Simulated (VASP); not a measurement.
BeTe, 2 atoms in the cell. The structure is cubic, space group F-43m (No. 216). Conventional cell: a = 5.540 Å, b = 5.540 Å, c = 5.540 Å, α = 90.00°, β = 90.00°, γ = 90.00°. Be (site symmetry -43m) has 4 Te at 2.40 Å within 3.2 Å. Within 3.2 Å of Te (site symmetry -43m) lie 4 Be at 2.40 Å. 

```yaml
Program: VASP 6.6.1
Task: relaxation of cell and atoms
Functional: PBE
Potentials_or_basis: VASP PAW PBE potentials, release 64 (Be, Te)
Cutoff: 600 eV
k_mesh: 8 × 8 × 8
Occupations: gaussian, width 0.01 eV
Spin: no spin polarisation
Target_pressure: 5 GPa
Dipole_correction: no
Further_INCAR_settings: ALGO = Normal; EDIFF = 1e-06; IBRION = 2; EDIFFG = -0.01; NSW = 80; ISIF = 3
```

Potentials or basis: VASP PAW PBE potentials, release 64 (Be, Te).

Launch:

```console
$ cat potpaw_PBE.64/Be/POTCAR potpaw_PBE.64/Te/POTCAR > POTCAR
$ mpirun -np 1 vasp_std > vasp.out
```

Hardware: 1 thread of Intel(R) Xeon(R) 6975P-C (Granite Rapids), with other jobs on the host.

Question: How long does it take, and how much memory?

Answer: Wall time 9.7 s on 1 thread of Intel(R) Xeon(R) 6975P-C (Granite Rapids) (shared host), peak memory 0.18 GiB. Counts: scf iterations 25, k points 29, ion steps 3.
